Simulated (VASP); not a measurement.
# Mg3Te2 (P6/mmm) in VASP: notebook, part 3 of 3

VASP 6.6.1. The steps go on from the part before.

**6. Relaxation of cell and atoms, PBE**

Contents of INCAR:

```
SYSTEM = Mg3Te2
ALGO = Fast
EDIFF = 1E-6
EDIFFG = -0.04
ENCUT = 600
GGA = PE
IBRION = 2
ISIF = 3
ISMEAR = 0
LASPH = .TRUE.
LCHARG = .FALSE.
LREAL = .FALSE.
LWAVE = .FALSE.
NELM = 100
NSW = 90
PREC = Accurate
SIGMA = 0.1
```

Contents of KPOINTS:

```
k-points
0
G
  6 6 2
  0 0 0
```

Contents of POSCAR:

```
Mg3Te2
1.0
    4.3751974300      0.0000000000      0.0000000000
   -2.1875987100      3.7890321200      0.0000000000
    0.0000000000      0.0000000000      7.6006605600
Mg Te
3 2
Direct
    0.5000000000      0.0000000000      0.5000000000
    0.0000000000      0.5000000000      0.5000000000
    0.5000000000      0.5000000000      0.5000000000
    0.0000000000      0.0000000000      0.2842825300
    0.0000000000      0.0000000000      0.7157174700
```

Potentials or basis: VASP PAW PBE potentials, release 64 (Mg, Te).

Started as:

```console
cat potpaw_PBE.64/Mg/POTCAR potpaw_PBE.64/Te/POTCAR > POTCAR
mpirun -np 1 vasp_std > vasp.out
```

OUTCAR:

```text
SYSTEM = Mg3Te2
   EDIFF = 1E-6
   EDIFFG = -0.04
   ENCUT = 600
   GGA = PE
   IBRION = 2
   ISIF = 3
   ISMEAR = 0
   LASPH = .TRUE.
   LREAL = .FALSE.
   NELM = 100
   NSW = 90
   PREC = Accurate

 ion  position               nearest neighbor table
   1  0.500  0.000  0.500-   3 2.19   3 2.19   2 2.19   2 2.19   4 2.73   4 2.73   5 2.73   5 2.73

   2  0.000  0.500  0.500-   3 2.19   3 2.19   1 2.19   1 2.19   4 2.73   5 2.73   4 2.73   5 2.73

   3  0.500  0.500  0.500-   1 2.19   1 2.19   2 2.19   2 2.19   4 2.73   5 2.73   4 2.73   5 2.73

   4  0.000  0.000  0.284-   2 2.73   2 2.73   1 2.73   1 2.73   3 2.73   3 2.73   5 3.28
   5  0.000  0.000  0.716-   2 2.73   2 2.73   1 2.73   1 2.73   3 2.73   3 2.73   4 3.28

  LATTYP: Found a hexagonal cell.
 ALAT       =     4.3751974300
 C/A-ratio  =     1.7372154472

  Lattice vectors:
[... 526 lines left out ...]

 number of electron      18.0000000 magnetization

------------------------ aborting loop because EDIFF is reached ----------------------------------------
[... 73 lines left out ...]
--------------------------------------- Ionic step       22  -------------------------------------------

 number of electron      18.0000000 magnetization

 Free energy of the ion-electron system (eV)
  ---------------------------------------------------
  ext. energy  EPLUGINS =         0.00000000
  ---------------------------------------------------
  free energy    TOTEN  =       -11.49380607 eV

  energy without entropy =      -11.48200416  energy(sigma->0) =      -11.48790512

 E-fermi :   1.8080     XC(G=0):  -7.3011

 val. band max:        1.8018584400   @ k =   0.3333   0.1667   0.0000
 cond. band min:       1.9384389972   @ k =   0.0000   0.0000   0.0000
 fundamental gap:      0.1365805572
 Fermi energy:         1.8079851307

 k-point     1 :       0.0000    0.0000    0.0000
  band No.  band energies     occupation
      1      -9.4952      2.00000
      2      -7.6623      2.00000
      3      -2.9409      2.00000
      4      -0.9717      2.00000
      5      -0.9717      2.00000
      6      -0.4043      2.00000
      7       1.0334      2.00000
      8       1.0334      2.00000
      9       1.9384      0.06505
     10       3.2255      0.00000
     11       3.2255      0.00000
     12       3.3957      0.00000
     13       4.8567      0.00000
[... 238 lines left out ...]
  FREE ENERGIE OF THE ION-ELECTRON SYSTEM (eV)
  ---------------------------------------------------
  free  energy   TOTEN  =       -11.4938060689 eV

  energy  without entropy=      -11.4820041633  energy(sigma->0) =      -11.48790512

 reached required accuracy - stopping structural energy minimisation
```

OSZICAR:

```text
N       E                     dE             d eps       ncg     rms          rms(c)
DAV:   1     0.898939868533E+02    0.89894E+02   -0.71322E+03   364   0.122E+03
DAV:   2     0.294555742937E+01   -0.86948E+02   -0.83054E+02   455   0.169E+02
DAV:   3    -0.331983699696E+01   -0.62654E+01   -0.60883E+01   469   0.461E+01
[... 262 lines left out ...]
RMM:   2    -0.114940008122E+02    0.38648E-03   -0.15437E-03   364   0.229E-01    0.732E-02
RMM:   3    -0.114938098433E+02    0.19097E-03   -0.60254E-04   364   0.120E-01    0.198E-02
RMM:   4    -0.114938053546E+02    0.44887E-05   -0.71227E-05   366   0.529E-02    0.153E-02
RMM:   5    -0.114938055874E+02   -0.23288E-06   -0.17847E-05   361   0.283E-02    0.731E-03
RMM:   6    -0.114938060689E+02   -0.48144E-06   -0.43228E-06   282   0.143E-02
  22 F= -.11493806E+02 E0= -.11487905E+02  d E =-.150504E-02
```

It took 4.8 min on 1 thread of Intel Xeon 6975P-C (Granite Rapids), shared host; peak memory 0.31 GiB.

What came out:

```
Free energy                           : -11.4938 eV
Relaxed volume                        : 35.97 Å³/atom
Relaxed cell                          : a = 5.654 Å, b = 5.654 Å, c = 6.497 Å, α = 90.00°, β = 90.00°, γ = 120.00°
Space group after relaxing (to 0.1 Å) : P6/mmm (No. 191)
Energy gained by relaxing             : 1716.4 meV/atom
Ionic steps                           : 22
Pressure after relaxing               : 0.0 GPa
Largest force after relaxing          : 0.028 eV/Å
Band gap on the k mesh                : zero (bands 9 and 10 overlap by 0.54 eV)
```

Forces in eV/Å, atoms in the order of the input:
```
Mg   0.000  0.000  0.000
Mg   0.000  0.000  0.000
Mg   0.000  0.000  0.000
Te   0.000  0.000 -0.028
Te   0.000  0.000  0.028
```

Stress tensor (GPa, compression positive):
```
-0.08  0.00  0.00
 0.00 -0.08  0.00
 0.00  0.00  0.04
```

The path:
| step | energy change (eV) | largest force (eV/Å) | pressure (GPa) | volume (Å³) |
| --- | --- | --- | --- | --- |
| 1 | 0.0000 | 3.9736 | 35.78 | 126.00 |
| 2 | -6.7321 | 1.3027 | -3.00 | 256.81 |
| 3 | -7.2061 | 0.9746 | 0.38 | 205.99 |
| 4 | -7.2201 | 1.1165 | -0.79 | 217.29 |
| 5 | -7.2251 | 1.0899 | -0.57 | 214.90 |
| 6 | -7.7026 | 0.7514 | -1.05 | 213.20 |
| 7 | -8.0116 | 0.3140 | -0.14 | 203.14 |
| 8 | -8.1140 | 0.6722 | -1.02 | 206.42 |
| 9 | -8.1036 | 0.0045 | -1.49 | 210.34 |
| 10 | -8.1559 | 0.7313 | -1.41 | 208.10 |
| 11 | -8.1388 | 0.2129 | -1.51 | 209.72 |
| 12 | -8.1610 | 0.5719 | -1.48 | 208.76 |
| 13 | -8.2855 | 1.2091 | -0.34 | 194.08 |
| 14 | -8.3016 | 1.5558 | 0.38 | 187.29 |
| 15 | -8.3932 | 1.3427 | 0.67 | 182.35 |
| 16 | -8.4913 | 0.5369 | 2.27 | 167.98 |
| 17 | -8.4979 | 0.7822 | 1.78 | 171.27 |
| 18 | -8.5663 | 0.3395 | 0.64 | 176.41 |
| 19 | -8.5807 | 0.0455 | -0.11 | 180.49 |
| 20 | -8.5807 | 0.0580 | -0.09 | 180.31 |
| 21 | -8.5818 | 0.0452 | -0.07 | 180.10 |
| 22 | -8.5822 | 0.0282 | -0.04 | 179.84 |

Final structure:
```yaml
crystal:
  lattice:
    - [5.65374, 0.00000, 0.00000]
    - [-2.82687, 4.89628, 0.00000]
    - [0.00000, 0.00000, 6.49664]
  atoms:
    - { symbol: Mg, position: [0.50000, 0.00000, 0.50000] }
    - { symbol: Mg, position: [0.00000, 0.50000, 0.50000] }
    - { symbol: Mg, position: [0.50000, 0.50000, 0.50000] }
    - { symbol: Te, position: [0.00000, 0.00000, 0.24695] }
    - { symbol: Te, position: [0.00000, 0.00000, 0.75305] }
```

Caveat: the k points lie up to 0.48 Å⁻¹ apart in the final cell, too coarse for converged energies and pressures of a metal; the volume moved by over 15 % at a fixed basis, so the end points are rough; semilocal functionals underestimate gaps, so a narrow gap can read as zero; spin-orbit coupling is left out, which moves the levels of the heavy elements.

**7. Overview**

```tsv
task	cell	k mesh	cutoff (eV)	gap on the mesh (eV)	pressure (GPa)	largest force (eV/Å)
single point	a = 4.375, b = 4.375, c = 7.601 Å, angles 90.0, 90.0, 120.0°, 5 atoms, atomic positions A	6 × 6 × 2	520	none	35.8	3.97
single point	a = 5.655, b = 5.655, c = 6.495 Å, angles 90.0, 90.0, 120.0°, 5 atoms, atomic positions B	6 × 6 × 2	520	none	-0.1	-
single point	a = 5.785, b = 5.785, c = 6.195 Å, angles 90.0, 90.0, 120.0°, 5 atoms, atomic positions C	6 × 6 × 4	520	none	0.0	-
single point	a = 5.833, b = 5.833, c = 6.129 Å, angles 90.0, 90.0, 120.0°, 5 atoms, atomic positions C	6 × 6 × 6	520	none	-0.1	0.01
relaxation of cell and atoms	relaxed from a = 4.375, b = 4.375, c = 7.601 Å, angles 90.0, 90.0, 120.0°, 5 atoms, atomic positions A	6 × 6 × 2	600	none	0.0	0.03
```

Alike in all rows: level PBE; potentials or basis VASP PAW PBE potentials, release 64 (Mg, Te); no spin polarisation; smearing gaussian 0.1 eV.

Caveats: some runs use coarse meshes; spin-orbit coupling is left out, which moves the levels of the heavy elements; semilocal functionals underestimate gaps, so a narrow gap can read as zero (at least some runs); forces of over 1 eV/Å act on the atoms, so gaps and moduli don't describe the material at rest (at least some runs); the volume moved by over 15 % at a fixed basis, so the end points are rough (at least some runs).

Absolute energies hang on the potentials; compare differences alone.
